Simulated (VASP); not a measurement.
H15NO6, 22 atoms in the cell. The cell holds an amorphous packing of atoms, 22 atoms: a = 6.028 Å, b = 6.028 Å, c = 6.028 Å, α = 90.00°, β = 90.00°, γ = 90.00°. 

* Program: VASP 6.6.1
* Task: single point
* Functional: PBE
* Dispersion: D3(BJ)
* Potentials or basis: VASP PAW PBE potentials, release 64 (O, H, N)
* Cutoff: 520 eV
* k mesh: 1 × 1 × 1
* Occupations: fermi-dirac, width 0.05 eV
* Spin: no spin polarisation
* Dipole correction: no
* Further INCAR settings: LREAL = Auto; ALGO = Normal; EDIFF = 1e-06; NBANDS = 45

Potentials or basis: VASP PAW PBE potentials, release 64 (O, H, N).

The run is started by

```bash
$ cat potpaw_PBE.64/O/POTCAR potpaw_PBE.64/H/POTCAR potpaw_PBE.64/N/POTCAR > POTCAR
$ mpirun -np 1 vasp_gam > vasp.out
```

Hardware: 1 thread of Intel(R) Xeon(R) 6975P-C (Granite Rapids), with other jobs on the host.

Q: How long does it take, and how much memory?

A: Wall time 15 s on 1 thread of Intel(R) Xeon(R) 6975P-C (Granite Rapids) (shared host), peak memory 0.31 GiB. Counts: scf iterations 16, k points 1.
